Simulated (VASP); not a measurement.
# Li (P1) in VASP: further runs, part 2 of 2

VASP 6.6.1. Earlier steps stand in the parts before.

## (4) Single point, PBE+D3(BJ)

Input file INCAR:

```
PREC = Accurate ; ENCUT = 520
EDIFF = 1E-6 ; ISMEAR = -1
SIGMA = 0.1 ; LREAL = Auto
LASPH = True ; NELM = 80
ALGO = Normal ; ISIF = 2
LWAVE = False ; LCHARG = True
GGA = PE ; IVDW = 12
LELF = True ; LVHAR = True
NBANDS = 38
```

Input file KPOINTS:

```
regular mesh
0
Gamma
  2 2 2
```

Input file POSCAR:

```
Li
1.0
    7.2053150000      0.0000000000      0.0000000000
    0.0000000000      7.2053150000      0.0000000000
    0.0000000000      0.0000000000      7.2053150000
Li
16
Direct
    0.0043856514     -0.0457301312      0.0229969127
    0.5153417998     -0.0341137063     -0.0484225880
   -0.0080218561      0.4968276890      0.0710170201
    0.0392904405      0.0069948365      0.5807240905
    0.2626533330      0.2193519645      0.2526329522
    0.4867934296      0.4740389560      0.0643552711
    0.4860856187      0.0131708329      0.5489975109
    0.7496965782      0.2608629879      0.3228450109
    0.0334891674      0.4550252140      0.5453751848
    0.2968919471      0.7687658347      0.3329902995
    0.2445972175      0.2700090142      0.9026808682
    0.4745385871      0.4113491221      0.5851652565
    0.6990256498      0.7248121699      0.3132271108
    0.7632143772      0.3429551657      0.8194367630
    0.2802375746      0.7390516584      0.7816590947
    0.7926509806      0.7093929967      0.7669338537
```

Started as:

```
cat potpaw_PBE.64/Li_sv/POTCAR > POTCAR
mpirun -np 1 vasp_std > vasp.out
```

It took 4 min on 1 thread of Intel Xeon 8259CL, shared host; peak memory 0.38 GiB.

Results (log left out):

```yaml
Free_energy: -31.3113 eV
Largest_force: 0.957 eV/Å
Band_gap_on_the_k_mesh: zero (bands 24 and 25 overlap by 0.74 eV)
Dispersion_energy_per_atom: -0.147 eV
```

Forces on the atoms (eV/Å):
```
Li  -0.068  0.108  0.187
Li   0.221  0.280  0.433
Li   0.184  0.329  0.235
Li  -0.097  0.174 -0.007
Li  -0.007 -0.191  0.487
Li   0.247  0.434  0.081
Li   0.187  0.172  0.202
Li   0.001 -0.201 -0.209
Li   0.209  0.120 -0.076
Li  -0.308 -0.279 -0.281
Li  -0.223 -0.267 -0.891
Li  -0.167  0.344 -0.124
Li   0.253 -0.021  0.077
Li   0.002 -0.731  0.014
Li  -0.196 -0.418  0.032
Li  -0.239  0.148 -0.159
```

Levels at points of the mesh, in eV from the Fermi level:
```tsv
k point	band 19	band 20	band 21	band 22	band 23	band 24	band 25	band 26	band 27	band 28
(0.00, 0.00, 0.00)	-1.01	-1.00	-0.91	-0.87	-0.79	0.40	0.44	0.51	0.56	0.58
(0.50, 0.00, 0.00)	-0.62	-0.55	-0.50	-0.45	-0.41	-0.34	-0.32	-0.25	1.09	1.19
(0.00, 0.50, 0.00)	-0.58	-0.55	-0.52	-0.44	-0.39	-0.37	-0.34	-0.22	0.98	1.09
(0.00, 0.00, 0.50)	-0.65	-0.56	-0.52	-0.44	-0.40	-0.35	-0.27	-0.21	1.08	1.16
(0.50, 0.50, 0.00)	-2.09	-1.93	-0.16	-0.04	-0.01	0.06	0.17	0.22	0.38	0.46
(0.00, 0.50, 0.50)	-2.08	-1.97	-0.22	-0.08	0.00	0.07	0.20	0.29	0.37	0.51
(0.50, 0.00, 0.50)	-2.07	-1.97	-0.08	-0.06	0.05	0.08	0.18	0.21	0.32	0.41
(0.50, 0.50, 0.50)	-1.61	-1.57	-1.53	-1.46	-1.40	-1.26	1.79	1.99	2.09	2.25
```

Caveat: the k points lie up to 0.44 Å⁻¹ apart, too coarse for converged energies and pressures of a metal.

## (5) Single point, PBE+D3(BJ)

Input file INCAR:

```
SYSTEM = Li
PREC = Accurate
ENCUT = 520
EDIFF = 1E-6
ISMEAR = -1
SIGMA = 0.1
LREAL = Auto
LASPH = .TRUE.
NELM = 100
ALGO = Normal
ISIF = 2
LWAVE = .FALSE.
LCHARG = .FALSE.
GGA = PE
IVDW = 12
NBANDS = 38
```

Input file KPOINTS:

```
Automatic mesh
0
G
  2 2 2
  0 0 0
```

Input file POSCAR:

```
Li
1.0
    7.2053150000      0.0000000000      0.0000000000
    0.0000000000      7.2053150000      0.0000000000
    0.0000000000      0.0000000000      7.2053150000
Li
16
Direct
    0.0064119334     -0.0508235934      0.1431998462
    0.5377696881     -0.0165155861      0.0778453128
    0.0021511898      0.4275316208     -0.0240516896
   -0.0379580907     -0.0217061988      0.5577549351
    0.2454438147      0.2063893112      0.2946158495
    0.4493904847      0.4546227334     -0.0329479003
    0.4930526979      0.0148779061      0.5611690814
    0.7988408557      0.2488163252      0.3165857426
    0.0165988579      0.4475585037      0.4985763981
    0.3759724592      0.7286565542      0.2776839042
    0.2324117683      0.1362466457      0.8639594522
    0.4547198839      0.4345264572      0.5883295873
    0.7710835682      0.7096289336      0.2642077411
    0.7558448173      0.2195462655      0.8009642882
    0.2412385857      0.7982163167      0.8395607964
    0.7143476725      0.7373445852      0.7925260728
```

Started as:

```
cat potpaw_PBE.64/Li_sv/POTCAR > POTCAR
mpirun -np 1 vasp_std > vasp.out
```

Wall time 3.7 min (1 thread of Intel Xeon 8259CL, shared host); peak memory 0.38 GiB.

The run converged. Its results:

```yaml
Free_energy: -31.0084 eV
Largest_force: 0.793 eV/Å
Band_gap_on_the_k_mesh: zero (bands 24 and 25 overlap by 0.75 eV)
Dispersion_energy_per_atom: -0.147 eV
```

Forces on the atoms (eV/Å):
```
Li   0.094  0.114 -0.348
Li   0.188  0.398 -0.198
Li   0.157  0.379  0.293
Li   0.240 -0.061 -0.009
Li   0.146  0.016 -0.142
Li   0.165 -0.025  0.463
Li   0.077 -0.109 -0.088
Li  -0.686 -0.181 -0.353
Li   0.310  0.425  0.550
Li  -0.572 -0.189  0.175
Li  -0.031  0.503 -0.255
Li   0.090  0.070 -0.165
Li  -0.172 -0.383  0.178
Li  -0.096 -0.210  0.003
Li   0.010 -0.683 -0.143
Li   0.081 -0.065  0.039
```

Levels at points of the mesh, in eV from the Fermi level:
| k point | band 20 | band 21 | band 22 | band 23 | band 24 | band 25 | band 26 | band 27 |
| --- | --- | --- | --- | --- | --- | --- | --- | --- |
| (0.00, 0.00, 0.00) | -1.00 | -0.93 | -0.82 | -0.76 | 0.44 | 0.50 | 0.50 | 0.55 |
| (0.50, 0.00, 0.00) | -0.53 | -0.47 | -0.46 | -0.41 | -0.38 | -0.30 | -0.25 | 1.10 |
| (0.00, 0.50, 0.00) | -0.65 | -0.47 | -0.42 | -0.38 | -0.34 | -0.29 | -0.13 | 0.93 |
| (0.00, 0.00, 0.50) | -0.55 | -0.52 | -0.45 | -0.37 | -0.36 | -0.31 | -0.18 | 1.06 |
| (0.50, 0.50, 0.00) | -1.94 | -0.21 | -0.11 | -0.02 | 0.07 | 0.17 | 0.28 | 0.40 |
| (0.00, 0.50, 0.50) | -1.93 | -0.24 | -0.08 | -0.01 | 0.03 | 0.20 | 0.28 | 0.43 |
| (0.50, 0.00, 0.50) | -2.01 | -0.08 | 0.00 | 0.06 | 0.08 | 0.12 | 0.26 | 0.31 |
| (0.50, 0.50, 0.50) | -1.59 | -1.50 | -1.42 | -1.37 | -1.27 | 1.89 | 1.94 | 2.08 |

Caveat: the k points lie up to 0.44 Å⁻¹ apart, too coarse for converged energies and pressures of a metal; the atoms stand as in a frame of molecular dynamics.

## (6) The runs side by side

| cell | gap on the mesh (eV) | largest force (eV/Å) |
| --- | --- | --- |
| as given, atomic positions A | none | 0.80 |
| as given, atomic positions B | none | 0.79 |
| as given, atomic positions C | none | 0.96 |
| as given, atomic positions D | none | 0.79 |

Alike in all rows: task single point; level PBE+D3(BJ); potentials or basis VASP PAW PBE potentials, release 64 (Li_sv); no spin polarisation; k mesh 2 × 2 × 2; cutoff (eV) 520; smearing fermi-dirac 0.1 eV.

Caveats: all runs use coarse meshes; the atoms stand as in a frame of molecular dynamics (at least some runs).

Absolute energies hang on the potentials; compare differences alone.
